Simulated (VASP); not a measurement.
# PtSe2: single point with PBE

PtSe2:

```
Pt Se
1.0
     1.84570    1.06562    5.76071
    -1.84570    1.06562    5.76071
     0.00000   -2.13123    5.76071
Pt Se
1 2
Cartesian
  0.0000 0.0000 0.0000
  0.0000 0.0000 4.4377
  0.0000 0.0000 12.8444
```

| Item | Value |
| --- | --- |
| Program | VASP 6.6.1 |
| Task | single point |
| Functional | PBE |
| Potentials or basis | VASP PAW PBE potentials, release 64 (Pt, Se) |
| Cutoff | 520 eV |
| k mesh | 6 × 6 × 6 |
| Occupations | gaussian, width 0.01 eV |
| Spin | no spin polarisation |
| Dipole correction | no |
| Further INCAR settings | ALGO = Normal; EDIFF = 1e-06; NBANDS = 18 |

The pressure is 3.6 GPa and the largest force is 0.139 eV/Å. The band gap on the k mesh is 0.69 eV (least direct gap 1.01 eV).

Forces on the atoms (eV/Å):
```
Pt   0.000  0.000  0.000
Se   0.000  0.000 -0.139
Se   0.000  0.000  0.139
```

Stress tensor (GPa, compression positive):
```
4.16 0.00 0.00
0.00 4.16 0.00
0.00 0.00 2.61
```

Levels at points of the mesh, in eV from the valence-band top:
```tsv
k point	band 9	band 10	band 11	band 12	band 13	band 14
(0.00, 0.00, 0.00)	-0.53	-0.53	0.00	2.27	2.27	4.30
(0.50, 0.00, 0.00)	-2.56	-2.46	-2.32	1.35	1.82	5.02
(0.50, 0.50, 0.00)	-2.62	-2.56	-1.77	2.37	2.39	3.33
(0.50, 0.50, 0.50)	-1.63	-0.72	-0.72	2.46	2.46	5.10
```

Wall time 98 s on 1 thread of Intel(R) Xeon(R) Platinum 8488C (Sapphire Rapids), on a shared host, peak memory 0.31 GiB.

Caveat: the cell stands under pressure; spin-orbit coupling is left out, which moves the levels of the heavy elements. A k mesh can miss the band edges.
